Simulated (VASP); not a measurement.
## BiW (CsCl type): single point with LDA

Crystal: BiW (CsCl type).

```
CELL_PARAMETERS angstrom
2.67847 0.00000 0.00000
0.00000 2.67847 0.00000
0.00000 0.00000 2.67847
ATOMIC_POSITIONS crystal
W 0.00000 0.00000 0.00000
Bi 0.50000 0.50000 0.50000
```

This cell differs from its parent crystal: volume scaled by 0.5.

```yaml
Program: VASP 6.6.1
Task: single point
Functional: LDA
Potentials_or_basis: VASP PAW LDA potentials, release 64 (W_sv, Bi_d)
Cutoff: 520 eV
k_mesh: 11 × 11 × 11
Occupations: fermi-dirac, width 0.1 eV
Spin: no spin polarisation
```

```yaml
Pressure: 597.0 GPa
```

Levels at points of the mesh, in eV from the Fermi level:
| k point | band 13 | band 14 | band 15 | band 16 | band 17 | band 18 |
| --- | --- | --- | --- | --- | --- | --- |
| (0.00, 0.00, 0.00) | 1.98 | 1.98 | 1.98 | 2.75 | 2.75 | 2.75 |

Run time: 11 s on 1 thread of Intel(R) Xeon(R) Platinum 8375C CPU @ 2.90GHz (Ice Lake), with other jobs on the host, peak memory 0.13 GiB.

Caveat: spin-orbit coupling is left out, which moves the levels of the heavy elements.
